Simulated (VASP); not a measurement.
A run of VASP 6.6.1 is set up as follows.

INCAR

```
SYSTEM = Al2Au
ALGO = Normal
EDIFF = 1E-6
ENCUT = 520
GGA = PS
ISIF = 2
ISMEAR = -1
LASPH = .TRUE.
LCHARG = .TRUE.
LELF = .TRUE.
LREAL = .FALSE.
LVHAR = .TRUE.
LWAVE = .FALSE.
NBANDS = 16
NELM = 60
PREC = Accurate
SIGMA = 0.05
```

Contents of KPOINTS:

```
k-points
0
G
  8 8 8
  0 0 0
```

POSCAR

```
Al2Au
1.0
    0.0000000000      2.8743343672      2.8743343672
    2.8743343672      0.0000000000      2.8743343672
    2.8743343672      2.8743343672      0.0000000000
Au Al
1 2
Direct
    0.0000000000      0.0000000000      0.0000000000
    0.7500000000      0.7500000000      0.7500000000
    0.2500000000      0.2500000000      0.2500000000
```

Potentials or basis: VASP PAW PBE potentials, release 64 (Au, Al).

Command:

```sh
$ cat potpaw_PBE.64/Au/POTCAR potpaw_PBE.64/Al/POTCAR > POTCAR
$ mpirun -np 1 vasp_std > vasp.out
```

(1) Predict the pressure.

Answers

(1) 19.8 GPa.

Caveat: the PAW data sets were made with another functional, which shifts forces and pressure a little.
